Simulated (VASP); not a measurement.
# F4C in VASP: settings compared

Aim: see how the results for F4C move with the level of theory and the settings. Levels: LDA, SCAN. Tasks: single point.

Program: VASP 6.6.1. These are calculated values, not measurements. Logs are shortened: lines on timing, memory, paths and dates and some standing lists are left out, and cuts for length are marked.

## (1) The cell of the first run

The cell holds a molecule in a box, 5 atoms: a = 12.000 Å, b = 11.000 Å, c = 11.000 Å, α = 90.00°, β = 90.00°, γ = 90.00°.

## (2) Single point, LDA (last atom moved by 0.08 Å along z)

The input, INCAR:

```
SYSTEM = CF4
GGA      = CA             ! functional
ISMEAR   = 0              ! smearing method
SIGMA    = 0.03           ! smearing width, eV
LWAVE    = .FALSE.        ! write WAVECAR
LCHARG   = .FALSE.        ! write CHGCAR
ISIF     = 0              ! what is computed and relaxed
PREC     = Accurate       ! precision mode
LASPH    = .TRUE.         ! aspherical terms in the spheres
LREAL    = .FALSE.        ! projectors in reciprocal space
ALGO     = Normal         ! electronic algorithm
EDIFF    = 1E-6           ! SCF threshold, eV
NELM     = 120            ! most SCF steps
GGA_COMPAT= .FALSE.      
ENCUT    = 520            ! plane-wave cutoff, eV
EFERMI   = MIDGAP       
NELMDL   = -8           
NBANDS   = 29             ! bands
```

The input, KPOINTS:

```
k-points
0
Gamma
  1 1 1
```

The input, POSCAR:

```
CF4
1.0
   12.0000000000      0.0000000000      0.0000000000
    0.0000000000     11.0000000000      0.0000000000
    0.0000000000      0.0000000000     11.0000000000
F C
4 1
Direct
    0.4174333300      0.4852545500      0.5919863600
    0.5847333300      0.4373818200      0.5402227300
    0.4496083300      0.4115000000      0.4141954500
    0.5046583300      0.5923181800      0.4586954500
    0.4891083300      0.4816181800      0.5085500000
```

Potentials or basis: VASP PAW LDA potentials, release 64 (F, C).

On the command line:

```
$ cat potpaw_LDA.64/F/POTCAR potpaw_LDA.64/C/POTCAR > POTCAR
$ mpirun -np 1 vasp_gam > vasp.out
```

OUTCAR:

```text
SYSTEM = CF4
   GGA = CA
   ISMEAR = 0
   ISIF = 0
   PREC = Accurate
   LASPH = .TRUE.
   LREAL = .FALSE.
   EDIFF = 1E-6
   NELM = 120
   ENCUT = 520
   EFERMI = MIDGAP
   NELMDL = -8

 Found      1 irreducible k-points:

 Following reciprocal coordinates:
            Coordinates               Weight
  0.000000  0.000000  0.000000      1.000000
   k-points           NKPTS =      1   k-points in BZ     NKDIM =      1   number of bands    NBANDS=     29
   number of dos      NEDOS =    301   number of ions     NIONS =      5
   total plane-waves  NPLWV = 635040
   dimension x,y,z NGX =    90 NGY =   84 NGZ =   84
   dimension x,y,z NGXF=   180 NGYF=  168 NGZF=  168
   ions per type =               4   1
   NGX,Y,Z   is equivalent  to a cutoff of  12.47, 12.70, 12.70 a.u.
   NGXF,Y,Z  is equivalent  to a cutoff of  24.94, 25.39, 25.39 a.u.
 SYSTEM =  CF4
   PREC   = accura    normal or accurate (medium, high low for compatibility)
   ISTART =      0    job   : 0-new  1-cont  2-samecut
   ICHARG =      2    charge: 1-file 2-atom 10-const
   ISPIN  =      1    spin polarized calculation?
   LNONCOLLINEAR =      F non collinear calculations
   LSORBIT =      F    spin-orbit coupling
   LASPH  =      T    aspherical Exc in radial PAW
   ENCUT  =  520.0 eV  38.22 Ry    6.18 a.u.  22.31 20.45 20.45*2*pi/ulx,y,z
   NELM   =    120;   NELMIN=  2; NELMDL= -8     # of ELM steps
   EDIFF  = 0.1E-05   stopping-criterion for ELM
   LREAL  =      F    real-space projection
   EDIFFG = 0.1E-04   stopping-criterion for IOM
   NSW    =      0    number of steps for IOM
   IBRION =     -1    ionic relax: 0-MD 1-quasi-New 2-CG
   NFREE  =      0    steps in history (QN), initial steepest desc. (CG)
   ISIF   =      0    stress and relaxation
   ISYM   =      2    0-nonsym 1-usesym 2-fastsym
   POTIM  = 0.5000    time-step for ionic-motion
   TEBEG  =    0.0;   TEEND  =   0.0 temperature during run

   SCALEE = 1.0000    scale energy and forces
   PSTRESS=    0.0 pullay stress
   NELECT =      32.0000    total number of electrons
   NUPDOWN=      -1.0000    fix difference up-down
   EMIN   =  10.00;   EMAX   =-10.00  energy-range for DOS
   EFERMI =   0.00;   METHOD = MIDGAP
   ISMEAR =     0;   SIGMA  =   0.03  broadening in eV -4-tet -1-fermi 0-gaus
   EFERMI_NEDOS =   21; number of points for ismear=-14 and -15
   IALGO  =     38    algorithm
   IMIX   =      4    mixing-type and parameters
     AMIX     =   0.40;   BMIX     =  1.00
     AMIX_MAG =   1.60;   BMIX_MAG =  1.00
  volume/ion in A,a.u.               =     290.40      1959.72
  Fermi-wavevector in a.u.,A,eV,Ry     =   0.458989  0.867364  2.866356  0.210671
  Thomas-Fermi vector in A             =   1.444625
   LORBIT       =      0    0 simple, 1 ext, 2 COOP (PROOUT), +10 PAW based schemes
   GGA     = CA    functional components
   LHFCALC =     F    Hartree Fock is set to
   AEXX    =    0.0000 exact exchange contribution
   IVDW    =     0    specifies the selected vdW correction
   LEPSILON=     F    determine dielectric tensor
   LRPA    =     F    only Hartree local field effects (RPA)

   CSHIFT  =0.1000    complex shift for real part using Kramers Kronig

   OMEGAMAX=  -1.0    maximum frequency
 non-spin polarized calculation
 Gauss-broadening in eV      SIGMA  =   0.03
  energy-cutoff  :      520.00
  volume of cell :     1452.00
 maximum number of plane-waves:     19579
 NGX is ok and might be reduce to    90
   NGX = 45   NGY = 41   NGZ = 41

 number of electron      31.9999989 magnetization

 Free energy of the ion-electron system (eV)
  ---------------------------------------------------
  ext. energy  EPLUGINS =         0.00000000
  ---------------------------------------------------
  free energy    TOTEN  =       -28.10290999 eV

  energy without entropy =      -28.10290999  energy(sigma->0) =      -28.10290999

 E-fermi :  -5.1562     XC(G=0):  -0.6485

 val. band max:      -10.0136917354   @ k =   0.0000   0.0000   0.0000
 cond. band min:      -0.2986670398   @ k =   0.0000   0.0000   0.0000
 fundamental gap:      9.7150246956
 Fermi energy:        -5.1561793876

 k-point     1 :       0.0000    0.0000    0.0000
  band No.  band energies     occupation
      1     -35.1280      2.00000
      2     -32.5608      2.00000
      3     -31.4713      2.00000
      4     -30.6981      2.00000
      5     -18.1778      2.00000
      6     -16.3478      2.00000
[... 20 lines left out ...]
     27       2.1114      0.00000
     28       2.1250      0.00000
 [bands above 28 left out]

------------------------ aborting loop because EDIFF is reached ----------------------------------------

 VOLUME and BASIS-vectors are now :
 -----------------------------------------------------------------------------
  energy-cutoff  :      520.00
  volume of cell :     1452.00
      direct lattice vectors                 reciprocal lattice vectors
    12.000000000  0.000000000  0.000000000     0.083333333  0.000000000  0.000000000
     0.000000000 11.000000000  0.000000000     0.000000000  0.090909091  0.000000000
     0.000000000  0.000000000 11.000000000     0.000000000  0.000000000  0.090909091

 POSITION                                       TOTAL-FORCE (eV/Angst)
 -----------------------------------------------------------------------------------
      5.00920      5.33780      6.51185        -1.572474      0.071256      2.307653
      7.01680      4.81120      5.94245         1.001673     -0.427526      0.916998
      5.39530      4.52650      4.55615         0.104581      0.175345      0.805813
      6.05590      6.51550      5.04565        -0.001359      0.021294      0.574682
      5.86930      5.29780      5.59405         0.467579      0.159631     -4.605146
 -----------------------------------------------------------------------------------
    total drift:                                0.003046      0.000200     -0.000436

  FREE ENERGIE OF THE ION-ELECTRON SYSTEM (eV)
  ---------------------------------------------------
  free  energy   TOTEN  =       -28.1029099934 eV

  energy  without entropy=      -28.1029099934  energy(sigma->0) =      -28.10290999
```

OSZICAR:

```text
N       E                     dE             d eps       ncg     rms          rms(c)
DAV:   1     0.327656265686E+03    0.32766E+03   -0.10731E+04    74   0.713E+02
DAV:   2     0.911402165888E+02   -0.23652E+03   -0.19465E+03    92   0.155E+02
DAV:   3    -0.245272337272E+02   -0.11567E+03   -0.11540E+03    71   0.101E+02
[... 17 lines left out ...]
DAV:  21    -0.281028887980E+02   -0.17192E-04   -0.75576E-07    52   0.929E-03    0.146E-03
DAV:  22    -0.281028985666E+02   -0.97687E-05   -0.51449E-07    68   0.532E-03    0.122E-03
DAV:  23    -0.281029052978E+02   -0.67311E-05   -0.19746E-07    60   0.341E-03    0.701E-04
DAV:  24    -0.281029091532E+02   -0.38554E-05   -0.23642E-07    52   0.381E-03    0.513E-04
DAV:  25    -0.281029099934E+02   -0.84018E-06   -0.31196E-08    68   0.138E-03
   1 F= -.28102910E+02 E0= -.28102910E+02  d E =0.000000E+00
```

Wall time 95 s (1 thread of Intel Xeon Platinum 8259CL at 2.50GHz (Skylake/Cascade Lake), shared host); peak memory 0.77 GiB.

What came out:

```yaml
Free_energy: -28.1029 eV
Largest_force: 4.632 eV/Å
Gap_between_the_frontier_levels: 9.71 eV
```

Forces in eV/Å, atoms in the order of the input:
```
F   -1.572  0.071  2.308
F    1.002 -0.428  0.917
F    0.105  0.175  0.806
F   -0.001  0.021  0.575
C    0.468  0.160 -4.605
```

Levels at points of the mesh, in eV from the valence-band top:
| k point | band 12 | band 13 | band 14 | band 15 | band 16 | band 17 | band 18 | band 19 | band 20 | band 21 |
| --- | --- | --- | --- | --- | --- | --- | --- | --- | --- | --- |
| (0.00, 0.00, 0.00) | -1.66 | -1.51 | -0.53 | -0.21 | 0.00 | 9.71 | 10.84 | 10.89 | 11.03 | 11.05 |

Caveat: the cell differs from its parent crystal (last atom moved by 0.08 Å along z).

(Continued in part 2 of 2.)
